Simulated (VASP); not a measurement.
# Hf2AlN3 (P-3m1) in VASP: further runs

Hf2AlN3 is run at these levels: PBE; tasks: relaxation of cell and atoms, single point.

Program: VASP 6.6.1. These are calculated values, not measurements. Logs are shortened: lines on timing, memory, paths and dates and some standing lists are left out, and cuts for length are marked.

### Step 1. The cell of the first run

Symmetry: P-3m1, No. 164, trigonal system. Conventional cell: a = 3.432 Å, b = 3.432 Å, c = 8.407 Å, α = 90.00°, β = 90.00°, γ = 120.00°. Within 3.2 Å of Hf (site symmetry 3m) lie 6 N at 2.43 Å. Al (site symmetry -3m) has 6 N at 2.43 Å within 3.2 Å. Within 3.2 Å of N (site symmetry 3m) lie 3 Hf at 2.43 Å and 3 Al at 2.43 Å. N (site symmetry -3m) has 6 Hf at 2.43 Å within 3.2 Å.

### Step 2. Relaxation of cell and atoms, PBE

File INCAR:

```
PREC = Accurate
ENCUT = 600
EDIFF = 1E-7
ISMEAR = 0
SIGMA = 0.1
LREAL = False
LASPH = True
NELM = 120
ALGO = Normal
ISIF = 3
LWAVE = False
LCHARG = False
GGA = PE
IBRION = 2
NSW = 90
EDIFFG = -0.04
GGA_COMPAT = False
NELMIN = 4
```

File KPOINTS:

```
regular mesh
0
Gamma
  6 6 2
```

File POSCAR:

```
Hf2AlN3
1.0
    3.4319845900      0.0000000000      0.0000000000
   -1.7159923000      2.9721858400      0.0000000000
    0.0000000000      0.0000000000      8.4066110500
Hf Al N
2 1 3
Direct
    0.3333333300      0.6666666700      0.6666666700
    0.6666666700      0.3333333300      0.3333333300
    0.0000000000      0.0000000000      0.0000000000
    0.6666666700      0.3333333300      0.8333333300
    0.0000000000      0.0000000000      0.5000000000
    0.3333333300      0.6666666700      0.1666666700
```

Potentials or basis: VASP PAW PBE potentials, release 64 (Hf_pv, Al, N).

Launch:

```bash
$ cat potpaw_PBE.64/Hf_pv/POTCAR potpaw_PBE.64/Al/POTCAR potpaw_PBE.64/N/POTCAR > POTCAR
$ mpirun -np 1 vasp_std > vasp.out
```

OUTCAR:

```text
PREC = Accurate
   ENCUT = 600
   EDIFF = 1E-7
   ISMEAR = 0
   LREAL = False
   LASPH = True
   NELM = 120
   ISIF = 3
   GGA = PE
   IBRION = 2
   NSW = 90
   EDIFFG = -0.04
   NELMIN = 4

 ion  position               nearest neighbor table
   1  0.333  0.667  0.667-   4 2.43   4 2.43   5 2.43   4 2.43   5 2.43   5 2.43   3 3.43   3 3.43
                             3 3.43   2 3.43   2 3.43   2 3.43
   2  0.667  0.333  0.333-   6 2.43   6 2.43   5 2.43   6 2.43   5 2.43   5 2.43   3 3.43   3 3.43
                             3 3.43   1 3.43   1 3.43   1 3.43
   3  0.000  0.000  0.000-   4 2.43   6 2.43   4 2.43   6 2.43   4 2.43   6 2.43   1 3.43   2 3.43
                             1 3.43   2 3.43   2 3.43   1 3.43
   4  0.667  0.333  0.833-   1 2.43   1 2.43   3 2.43   1 2.43   3 2.43   3 2.43
   5  0.000  0.000  0.500-   1 2.43   2 2.43   2 2.43   1 2.43   2 2.43   1 2.43
   6  0.333  0.667  0.167-   2 2.43   2 2.43   3 2.43   2 2.43   3 2.43   3 2.43

  LATTYP: Found a hexagonal cell.
 ALAT       =     3.4319845900
 C/A-ratio  =     2.4494897426

  Lattice vectors:

 A1 = (   3.4319845900,   0.0000000000,   0.0000000000)
 A2 = (  -1.7159923000,   2.9721858400,   0.0000000000)
 A3 = (   0.0000000000,   0.0000000000,   8.4066110500)

Analysis of symmetry for initial positions (statically):
=====================================================================
 Subroutine PRICEL returns:
 Original cell was already a primitive cell.

 Routine SETGRP: Setting up the symmetry group for a
 hexagonal supercell.

 Subroutine GETGRP returns: Found 12 space group operations
 (whereof 12 operations were pure point group operations)
 out of a pool of 24 trial point group operations.

The static configuration has the point symmetry D_3d.

Analysis of symmetry for dynamics (positions and initial velocities):
=====================================================================
 Subroutine PRICEL returns:
 Original cell was already a primitive cell.

 Routine SETGRP: Setting up the symmetry group for a
 hexagonal supercell.

 Subroutine GETGRP returns: Found 12 space group operations
 (whereof 12 operations were pure point group operations)
 out of a pool of 24 trial point group operations.

The dynamic configuration has the point symmetry D_3d.

 Subroutine INISYM returns: Found 12 space group operations
 (whereof 12 operations are pure point group operations),
 and found     1 'primitive' translations

----------------------------------------------------------------------------------------

                                     Primitive cell

  volume of cell :      85.7516

  direct lattice vectors                    reciprocal lattice vectors
     3.431984590  0.000000000  0.000000000     0.291376600  0.168226359  0.000000000
    -1.715992300  2.972185840  0.000000000     0.000000000  0.336452717  0.000000000
     0.000000000  0.000000000  8.406611050     0.000000000  0.000000000  0.118953999

  length of vectors
     3.431984590  3.431984592  8.406611050     0.336452717  0.336452717  0.118953999

  position of ions in fractional coordinates (direct lattice)
     0.333333330  0.666666670  0.666666670
     0.666666670  0.333333330  0.333333330
     0.000000000  0.000000000  0.000000000
     0.666666670  0.333333330  0.833333330
     0.000000000  0.000000000  0.500000000
     0.333333330  0.666666670  0.166666670

  ion indices of the primitive-cell ions
   primitive index   ion index
                 1           1
                 2           2
                 3           3
                 4           4
                 5           5
                 6           6

----------------------------------------------------------------------------------------

 KPOINTS: regular mesh

Automatic generation of k-mesh.
 Grid dimensions read from file:
 generate k-points for:    6    6    2

 Generating k-lattice:

  Cartesian coordinates                     Fractional coordinates (reciprocal lattice)
     0.048562767  0.028037726  0.000000000     0.166666667 -0.000000000  0.000000000
     0.000000000  0.056075453  0.000000000     0.000000000  0.166666667  0.000000000
     0.000000000  0.000000000  0.059476999     0.000000000  0.000000000  0.500000000

  Length of vectors
     0.056075453  0.056075453  0.059476999

  Shift w.r.t. Gamma in fractional coordinates (k-lattice)
     0.000000000  0.000000000  0.000000000

 Subroutine IBZKPT returns following result:
 ===========================================

 Found     14 irreducible k-points:

 Following reciprocal coordinates:
            Coordinates               Weight
  0.000000  0.000000  0.000000      1.000000
  0.166667  0.000000  0.000000      6.000000
  0.333333  0.000000  0.000000      6.000000
  0.500000  0.000000  0.000000      3.000000
  0.166667  0.166667  0.000000      6.000000
  0.333333  0.166667  0.000000     12.000000
  0.333333  0.333333  0.000000      2.000000
  0.000000  0.000000  0.500000      1.000000
  0.166667  0.000000  0.500000      6.000000
  0.333333  0.000000  0.500000      6.000000
  0.500000  0.000000  0.500000      3.000000
  0.166667  0.166667  0.500000      6.000000
  0.333333  0.166667  0.500000     12.000000
  0.333333  0.333333  0.500000      2.000000
   k-points           NKPTS =     14   k-points in BZ     NKDIM =     14   number of bands    NBANDS=     23
   number of dos      NEDOS =    301   number of ions     NIONS =      6
   total plane-waves  NPLWV =  54880
   dimension x,y,z NGX =    28 NGY =   28 NGZ =   70
   dimension x,y,z NGXF=    56 NGYF=   56 NGZF=  140
   ions per type =               2   1   3
   NGX,Y,Z   is equivalent  to a cutoff of  13.56, 13.56, 13.84 a.u.
   NGXF,Y,Z  is equivalent  to a cutoff of  27.13, 27.13, 27.69 a.u.
 SYSTEM =  unknown system
   PREC   = accura    normal or accurate (medium, high low for compatibility)
   ISTART =      0    job   : 0-new  1-cont  2-samecut
   ICHARG =      2    charge: 1-file 2-atom 10-const
   ISPIN  =      1    spin polarized calculation?
   LNONCOLLINEAR =      F non collinear calculations
   LSORBIT =      F    spin-orbit coupling
   LASPH  =      T    aspherical Exc in radial PAW
   ENCUT  =  600.0 eV  44.10 Ry    6.64 a.u.   6.85  6.85 16.79*2*pi/ulx,y,z
   NELM   =    120;   NELMIN=  4; NELMDL= -5     # of ELM steps
   EDIFF  = 0.1E-06   stopping-criterion for ELM
   LREAL  =      F    real-space projection
   EDIFFG = -.4E-01   stopping-criterion for IOM
   NSW    =     90    number of steps for IOM
   IBRION =      2    ionic relax: 0-MD 1-quasi-New 2-CG
   NFREE  =      1    steps in history (QN), initial steepest desc. (CG)
   ISIF   =      3    stress and relaxation
   ISYM   =      2    0-nonsym 1-usesym 2-fastsym
   POTIM  = 0.5000    time-step for ionic-motion
   TEBEG  =    0.0;   TEEND  =   0.0 temperature during run
   PSTRESS=    0.0 pullay stress
   NELECT =      38.0000    total number of electrons
   NUPDOWN=      -1.0000    fix difference up-down
   EMIN   =  10.00;   EMAX   =-10.00  energy-range for DOS
   EFERMI =   0.00;   METHOD = LEGACY
   ISMEAR =     0;   SIGMA  =   0.10  broadening in eV -4-tet -1-fermi 0-gaus
   EFERMI_NEDOS =   21; number of points for ismear=-14 and -15
   IALGO  =     38    algorithm
   IMIX   =      4    mixing-type and parameters
     AMIX     =   0.40;   BMIX     =  1.00
     AMIX_MAG =   1.60;   BMIX_MAG =  1.00
  volume/ion in A,a.u.               =      14.29        96.45
  Fermi-wavevector in a.u.,A,eV,Ry     =   1.248117  2.358599 21.195100  1.557796
  Thomas-Fermi vector in A             =   2.382218
   LORBIT       =      0    0 simple, 1 ext, 2 COOP (PROOUT), +10 PAW based schemes
   GGA     = PE    functional components
   LHFCALC =     F    Hartree Fock is set to
   AEXX    =    0.0000 exact exchange contribution
   IVDW    =     0    specifies the selected vdW correction
   LEPSILON=     F    determine dielectric tensor
   LRPA    =     F    only Hartree local field effects (RPA)
 conjugate gradient relaxation of ions
 non-spin polarized calculation
 Gauss-broadening in eV      SIGMA  =   0.10
  energy-cutoff  :      600.00
  volume of cell :       85.75
 maximum number of plane-waves:      2872
 NGX is ok and might be reduce to    28
   NGX = 13   NGY = 13   NGZ = 33

--------------------------------------- Ionic step        1  -------------------------------------------

 number of electron      38.0000000 magnetization

 Free energy of the ion-electron system (eV)
  ---------------------------------------------------
  ext. energy  EPLUGINS =         0.00000000
  ---------------------------------------------------
  free energy    TOTEN  =       -53.94655489 eV

  energy without entropy =      -53.93625270  energy(sigma->0) =      -53.94140379

------------------------ aborting loop because EDIFF is reached ----------------------------------------

  FORCE on cell =-STRESS in cart. coord.  units (eV):
  Direction    XX          YY          ZZ          XY          YZ          ZX
  --------------------------------------------------------------------------------------
  -------------------------------------------------------------------------------------
  Total      -20.0220869    -20.0220869    -17.7079254      0.0000000     -0.0000000      0.0000000
  in kB     -374.0913613   -374.0913612   -330.8537196      0.0000006     -0.0000000      0.0000000
  external PRESSURE =    -359.6788140 kB  Pullay stress =       0.0000000 kB
[... 27 lines left out ...]
--------------------------------------- Ionic step        2  -------------------------------------------

 number of electron      37.9999999 magnetization

 E-fermi :  11.3668     XC(G=0): -13.5869

 val. band max:       11.3125283988   @ k =   0.1667   0.1667   0.0000
 cond. band min:      11.4227523575   @ k =   0.1667   0.1667   0.0000
 fundamental gap:      0.1102239587
 Fermi energy:        11.3667576812

 k-point     1 :       0.0000    0.0000    0.0000
  band No.  band energies     occupation
      1     -20.6691      2.00000
      2     -19.1553      2.00000
      3     -18.6556      2.00000
      4     -18.6556      2.00000
      5     -18.5390      2.00000
      6     -18.5390      2.00000
[... 426 lines left out ...]
  FREE ENERGIE OF THE ION-ELECTRON SYSTEM (eV)
  ---------------------------------------------------
  free  energy   TOTEN  =       -56.9833535667 eV

  energy  without entropy=      -56.9739511627  energy(sigma->0) =      -56.97865236

[... ionic steps 4 to 9 ...]

--------------------------------------- Ionic step       10  -------------------------------------------

 number of electron      37.9999999 magnetization

------------------------ aborting loop because EDIFF is reached ----------------------------------------
[... 75 lines left out ...]
--------------------------------------- Ionic step       12  -------------------------------------------

 number of electron      38.0000000 magnetization

 Free energy of the ion-electron system (eV)
  ---------------------------------------------------
  ext. energy  EPLUGINS =         0.00000000
  ---------------------------------------------------
  free energy    TOTEN  =       -57.41012569 eV

  energy without entropy =      -57.40147676  energy(sigma->0) =      -57.40580122

 E-fermi :   8.9459     XC(G=0): -12.4774

 val. band max:        8.9154580992   @ k =   0.1667   0.1667   0.0000
 cond. band min:       9.0048298302   @ k =   0.1667   0.1667   0.0000
 fundamental gap:      0.0893717310
 Fermi energy:         8.9459158887

 k-point     1 :       0.0000    0.0000    0.0000
  band No.  band energies     occupation
      1     -22.8551      2.00000
      2     -22.2318      2.00000
      3     -22.0145      2.00000
      4     -22.0145      2.00000
      5     -21.9645      2.00000
      6     -21.9645      2.00000
[... 386 lines left out ...]
  FREE ENERGIE OF THE ION-ELECTRON SYSTEM (eV)
  ---------------------------------------------------
  free  energy   TOTEN  =       -57.4101256881 eV

  energy  without entropy=      -57.4014767564  energy(sigma->0) =      -57.40580122

 reached required accuracy - stopping structural energy minimisation
```

Wall time 10 min (1 thread of Intel Xeon 8259CL, shared host); peak memory 0.25 GiB.

Results:

* Free energy: -57.4101 eV
* Relaxed volume: 10.71 Å³/atom
* Relaxed cell: a = 3.105 Å, b = 3.105 Å, c = 7.698 Å, α = 90.00°, β = 90.00°, γ = 120.00°
* Space group after relaxing (to 0.1 Å): P-3m1 (No. 164)
* Energy gained by relaxing: 577.3 meV/atom
* Ionic steps: 12
* Pressure after relaxing: 0.1 GPa
* Largest force after relaxing: 0.012 eV/Å
* Band gap on the k mesh: zero (bands 19 and 20 overlap by 1.64 eV)

Forces on the atoms (eV/Å):
```
Hf   0.000  0.000  0.012
Hf   0.000  0.000 -0.012
Al   0.000  0.000  0.000
N    0.000  0.000  0.002
N    0.000  0.000  0.000
N    0.000  0.000 -0.002
```

Step by step:
```tsv
step	energy change (eV)	largest force (eV/Å)	pressure (GPa)	volume (Å³)
1	0.0000	1.1375	-35.97	85.75
2	0.4322	5.1230	100.23	51.77
3	-3.0368	2.5872	-2.27	66.18
4	-3.0439	2.6662	-0.05	65.59
5	-3.0440	2.7163	1.40	65.22
6	-3.3246	1.9755	6.64	63.35
7	-3.3426	1.3947	5.21	63.70
8	-3.4250	0.2845	-6.38	65.99
9	-3.4432	0.4647	-3.16	65.28
10	-3.4615	0.1816	0.99	64.03
11	-3.4632	0.0596	0.02	64.30
12	-3.4636	0.0124	0.10	64.27
```

Final structure:
```cif
data_structure
_symmetry_space_group_name_H-M 'P 1'
_symmetry_Int_Tables_number 1
_cell_length_a 3.1051
_cell_length_b 3.1051
_cell_length_c 7.6979
_cell_angle_alpha 90.000
_cell_angle_beta 90.000
_cell_angle_gamma 120.000
_cell_volume 64.27
loop_
_atom_site_label
_atom_site_type_symbol
_atom_site_fract_x
_atom_site_fract_y
_atom_site_fract_z
_atom_site_occupancy
Hf1 Hf 0.33333 0.66667 0.66641 1
Hf2 Hf 0.66667 0.33333 0.33359 1
Al1 Al 0.00000 0.00000 0.00000 1
N1 N 0.66667 0.33333 0.85409 1
N2 N 0.00000 0.00000 0.50000 1
N3 N 0.33333 0.66667 0.14591 1
```

Caveat: the k points lie up to 0.41 Å⁻¹ apart in the final cell, too coarse for converged energies and pressures of a metal; the volume moved by over 15 % at a fixed basis, so the end points are rough; spin-orbit coupling is left out, which moves the levels of the heavy elements.

(Continued in part 2 of 2.)
